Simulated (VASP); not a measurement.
The system is Nb.

```
Nb
1.0
     2.95639    0.00000    0.00000
    -1.47820    2.56031    0.00000
     0.00000    0.00000    4.78936
Nb
2
Direct
  0.33333 0.66667 0.25000
  0.66667 0.33333 0.75000
```

This isn't the form of Nb at room conditions, which is bcc.

```yaml
Program: VASP 6.6.1
Task: relaxation of cell and atoms
Functional: PBE
Potentials_or_basis: VASP PAW PBE potentials, release 64 (Nb_sv)
Cutoff: 600 eV
k_mesh: 16 × 16 × 9
Occupations: fermi-dirac, width 0.05 eV
Spin: no spin polarisation
```

At the start: pressure 4.7 GPa; volume 18.13 Å³/atom.

**Question.** How do energy, volume and symmetry change on relaxing?

**Answer.** Over 13 steps the energy falls by 68.1 meV/atom and the volume is 18.63 Å³/atom (+2.8 %); space group P6_3/mmc (No. 194, to 0.1 Å) before and after.

The path:
| step | energy change (eV) | largest force (eV/Å) | pressure (GPa) | volume (Å³) |
| --- | --- | --- | --- | --- |
| 1 | 0.0000 | 0.0000 | 4.65 | 36.25 |
| 2 | -0.0354 | 0.0000 | -7.19 | 39.06 |
| 3 | -0.0465 | 0.0000 | -3.61 | 38.12 |
| 4 | -0.1036 | 0.0000 | -4.29 | 38.25 |
| 5 | -0.1204 | 0.0000 | -4.35 | 38.30 |
| 6 | -0.1219 | 0.0000 | -4.27 | 38.31 |
| 7 | -0.1305 | 0.0000 | 2.84 | 36.65 |
| 8 | -0.1362 | 0.0000 | -0.04 | 37.28 |
| 9 | -0.1362 | 0.0000 | 0.05 | 37.26 |
| 10 | -0.1363 | 0.0000 | 0.07 | 37.25 |
| 11 | -0.1363 | 0.0000 | 0.09 | 37.24 |
| 12 | -0.1363 | 0.0000 | -0.08 | 37.28 |
| 13 | -0.1363 | 0.0000 | 0.00 | 37.26 |

Final structure:
```xyz
2
Lattice="2.8670 0.0000 0.0000 -1.4335 2.4829 0.0000 0.0000 0.0000 5.2346" Properties=species:S:1:pos:R:3 pbc="T T T"
Nb    0.0000    1.6553    1.3087
Nb    1.4335    0.8276    3.9260
```
